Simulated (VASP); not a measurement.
Set up this calculation in VASP 6.6.1, as the native input.

```yaml
Task: single point
Functional: PBE
Potentials_or_basis: VASP PAW PBE potentials, release 64 (Al, N)
Cutoff: 520 eV
k_mesh: 15 × 15 × 15
Occupations: fermi-dirac, width 0.1 eV
Spin: no spin polarisation
Dipole_correction: no
Further_INCAR_settings: ALGO = Normal; EDIFF = 1e-07; NBANDS = 11
```

The structure of AlN (CsCl type) lies in POSCAR:

```
AlN
1.0
    2.6144642393      0.0000000000      0.0000000000
    0.0000000000      2.6144642393      0.0000000000
    0.0000000000      0.0000000000      2.6144642393
Al N
1 1
Direct
    0.0000000000      0.0000000000      0.0000000000
    0.5000000000      0.5000000000      0.5000000000
```

The input as run:

INCAR

```
PREC = Accurate ; ENCUT = 520
EDIFF = 1E-7 ; ISMEAR = -1
SIGMA = 0.1 ; LREAL = F
LASPH = T ; NELM = 60
ALGO = Normal ; ISIF = 2
LWAVE = F ; LCHARG = F
GGA = PE ; NBANDS = 11
```

KPOINTS

```
regular mesh
0
Gamma
  15 15 15
```

Potentials or basis: VASP PAW PBE potentials, release 64 (Al, N).

Run with:

```bash
$ cat potpaw_PBE.64/Al/POTCAR potpaw_PBE.64/N/POTCAR > POTCAR
$ mpirun -np 1 vasp_std > vasp.out
```

Results of the run:

```json
{"Pressure": "-0.1 GPa", "Band gap on the k mesh": "zero (band 4 reaches 10.88 eV, above the bottom of band 5 at 10.08 eV)"}
```

It took 13 s on 1 thread of AMD EPYC 7R13 Processor (Zen 3) (shared host), peak memory 0.1 GiB.
